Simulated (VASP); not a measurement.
A run of VASP 6.6.1 is set up as follows.

The input POSCAR:

```
BP
1.0
    0.0000000000      2.2683156780      2.2683156780
    2.2683156780      0.0000000000      2.2683156780
    2.2683156780      2.2683156780      0.0000000000
B P
1 1
Direct
    0.0000000000      0.0000000000      0.0000000000
    0.2500000000      0.2500000000      0.2500000000
```

INCAR.step1

```
ALGO     = Normal         # electronic algorithm
EDIFF    = 1E-4           # SCF threshold, eV
ENCUT    = 520            # plane-wave cutoff, eV
GGA      = PE             # functional
ISMEAR   = -1             # smearing method
LASPH    = True           # aspherical terms in the spheres
LCHARG   = False          # write CHGCAR
LREAL    = False          # projectors in reciprocal space
LWAVE    = True           # write WAVECAR
NBANDS   = 11             # bands
NELM     = 80             # most SCF steps
PREC     = Accurate       # precision mode
SIGMA    = 0.02           # smearing width, eV
```

Contents of INCAR.step2:

```
ALGO     = Normal         # electronic algorithm
EDIFF    = 1E-6           # SCF threshold, eV
ENCUT    = 520            # plane-wave cutoff, eV
ISIF     = 2              # what is computed and relaxed
ISMEAR   = -1             # smearing method
ISTART   = 1            
LASPH    = True           # aspherical terms in the spheres
LCHARG   = False          # write CHGCAR
LMIXTAU  = True         
LREAL    = False          # projectors in reciprocal space
LWAVE    = False          # write WAVECAR
METAGGA  = R2SCAN         # meta-GGA
NBANDS   = 11             # bands
NELM     = 80             # most SCF steps
PREC     = Accurate       # precision mode
SIGMA    = 0.02           # smearing width, eV
```

KPOINTS

```
k-points
0
Gamma
  8 8 8
```

Potentials or basis: VASP PAW PBE potentials, release 64 (B, P).

Run with:

```sh
$ cat potpaw_PBE.64/B/POTCAR potpaw_PBE.64/P/POTCAR > POTCAR
$ cp INCAR.step1 INCAR
$ mpirun -np 1 vasp_std > vasp.out
$ cp INCAR.step2 INCAR
$ mpirun -np 1 vasp_std > vasp.out
```

Q: Predict the pressure.

A: -0.5 GPa.

Q: What does it give for the band gap on the k mesh?

A: 1.48 eV, indirect (least direct gap 3.64 eV).

Caveat: the PAW data sets were made with another functional, which shifts forces and pressure a little. A k mesh can miss the band edges.
